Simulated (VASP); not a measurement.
Here is a VASP 6.6.1 calculation.

Contents of POSCAR:

```
KBr
1.0
    0.0000000000      3.2925000000      3.2925000000
    3.2925000000      0.0000000000      3.2925000000
    3.2925000000      3.2925000000      0.0000000000
K Br
1 1
Direct
    0.0000000000      0.0000000000      0.0000000000
    0.5000000000      0.5000000000      0.5000000000
```

Contents of INCAR.step1:

```
  ALGO = Normal
  EDIFF = 1E-5
  ENCUT = 550
  GGA = PE
  GGA_COMPAT = False
  ISMEAR = -1
  LASPH = True
  LCHARG = False
  LREAL = False
  LWAVE = True
  NBANDS = 15
  NELM = 120
  PREC = Accurate
  SIGMA = 0.01
```

File INCAR.step2:

```
  ALGO = Normal
  EDIFF = 1E-6
  ENCUT = 550
  GGA_COMPAT = False
  ISIF = 2
  ISMEAR = -1
  ISTART = 1
  LASPH = True
  LCHARG = False
  LMIXTAU = True
  LREAL = False
  LWAVE = False
  METAGGA = R2SCAN
  NBANDS = 15
  NELM = 120
  PREC = Accurate
  SIGMA = 0.01
```

The input KPOINTS:

```
k-points
0
Gamma
  7 7 7
```

Potentials or basis: VASP PAW PBE potentials, release 64 (K_sv, Br).

Launch:

```sh
$ cat potpaw_PBE.64/K_sv/POTCAR potpaw_PBE.64/Br/POTCAR > POTCAR
$ cp INCAR.step1 INCAR
$ mpirun -np 1 vasp_std > vasp.out
$ cp INCAR.step2 INCAR
$ mpirun -np 1 vasp_std > vasp.out
```

(1) Predict the pressure.

(2) What does it give for the band gap on the k mesh?

Answers

(1) 0.2 GPa.

(2) 5.10 eV.

Caveat: the PAW data sets were made with another functional, which shifts forces and pressure a little; an odd mesh through Γ misses points on the zone boundary, where band edges can lie.
